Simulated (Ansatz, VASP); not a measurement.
## One calculation of Hg, two programs

```
Hg
1.0
     2.68128    0.00000    0.00000
    -1.34064    2.32205    0.00000
     0.00000    0.00000    4.41370
Hg
2
Direct
  0.33333 0.66667 0.25000
  0.66667 0.33333 0.75000
```

Change from the starting cell: volume scaled by 0.58, LAPW.

Alike in both runs: task single point; functional PBEsol; k mesh 15 × 15 × 8; occupations fermi-dirac, width 0.08 eV; no spin polarisation.

```csv
,VASP,Ansatz
version,VASP 6.6.1,Ansatz 0.2.0
potentials or method,"VASP PAW PBE potentials, release 64 (Hg), cutoff 520 eV","all-electron LAPW, scalar-relativistic"
```

```tsv
	VASP	Ansatz	Ansatz less VASP
pressure (GPa)	130.5	124.0	-6.50
traceless stress, the component that is largest in VASP (GPa)	-0.22	-0.04	+0.178
```

VASP's potentials were made for PBE, not for PBEsol. Both programs put the cell under a high pressure, so it lies far from rest at this level. Ansatz ran all-electron here, and VASP with PAW potentials.

Neither program's run includes spin-orbit coupling. Noted on VASP's run: the cell as given lies far from equilibrium.
